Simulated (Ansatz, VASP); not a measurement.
Two plane-wave programs on MoS2

Contents of INCAR:

```
PREC = Accurate
ENCUT = 520
EDIFF = 1E-6
ISMEAR = 0
SIGMA = 0.05
LREAL = F
LASPH = T
NELM = 100
ALGO = Normal
ISIF = 2
LWAVE = F
LCHARG = T
GGA = PE
IVDW = 12
LELF = T
LVHAR = T
NBANDS = 35
```

Contents of KPOINTS:

```
regular mesh
0
Gamma
  12 12 4
```

File POSCAR:

```
MoS2
1.0
    3.0548705918      0.0000000000      0.0000000000
   -1.5274352959      2.6455955378      0.0000000000
    0.0000000000      0.0000000000     12.0907538840
Mo S
2 4
Direct
    0.3333333333      0.6666666667      0.2500000000
    0.6666666667      0.3333333333      0.7500000000
    0.3333333333      0.6666666667      0.6204905688
    0.6666666667      0.3333333333      0.1204905688
    0.3333333333      0.6666666667      0.8795094312
    0.6666666667      0.3333333333      0.3795094312
```

Input for Ansatz:

```yaml
crystal:
  lattice:
    - [3.0548705918, 0.0, 0.0]
    - [-1.5274352959, 2.6455955378, 0.0]
    - [0.0, 0.0, 12.090753884]
  atoms:
    - { symbol: Mo, position: [0.3333333333, 0.6666666667, 0.25] }
    - { symbol: Mo, position: [0.6666666667, 0.3333333333, 0.75] }
    - { symbol: S, position: [0.3333333333, 0.6666666667, 0.6204905688] }
    - { symbol: S, position: [0.6666666667, 0.3333333333, 0.1204905688] }
    - { symbol: S, position: [0.3333333333, 0.6666666667, 0.8795094312] }
    - { symbol: S, position: [0.6666666667, 0.3333333333, 0.3795094312] }
basis:
  ecutwfc: 420
kpoints:
  mp_grid: { grid: [12, 12, 4] }
hamiltonian:
  xc: pbe
  dispersion: d3bj
scf:
  occupations: { method: gaussian, width: 0.05 }
output:
  forces: true
  stress: true
  eigenvalues: true
```

Change from the starting cell: strain -0.030 along x and y, +0.000 along z, atoms carried along.

Alike in both runs: task single point; functional PBE; dispersion D3(BJ); k mesh 12 × 12 × 4; occupations gaussian, width 0.05 eV; no spin polarisation.

```csv
,VASP,Ansatz
version,VASP 6.6.1,Ansatz 0.2.0
potentials or method,"VASP PAW PBE potentials, release 64 (Mo_sv, S), cutoff 520 eV","scalar-relativistic, plane waves, PAW"
valence electrons in the cell,52,52
```

|  | VASP | Ansatz | Ansatz less VASP |
| --- | --- | --- | --- |
| gap on the k mesh at the Fermi level (eV) | 0.86 | 0.84 | -0.017 |
| least direct gap on the mesh (eV) | 2.02 | 2.02 | -0.005 |
| pressure (GPa) | 10.2 | 10.4 | +0.19 |
| traceless stress, the component that is largest in VASP (GPa) | -3.46 | -3.39 | +0.077 |
| rms of the force components (eV/Å) | 0.312 | 0.320 | +0.0087 |

Atom by atom the forces differ by 0.009 eV/Å (rms over components).
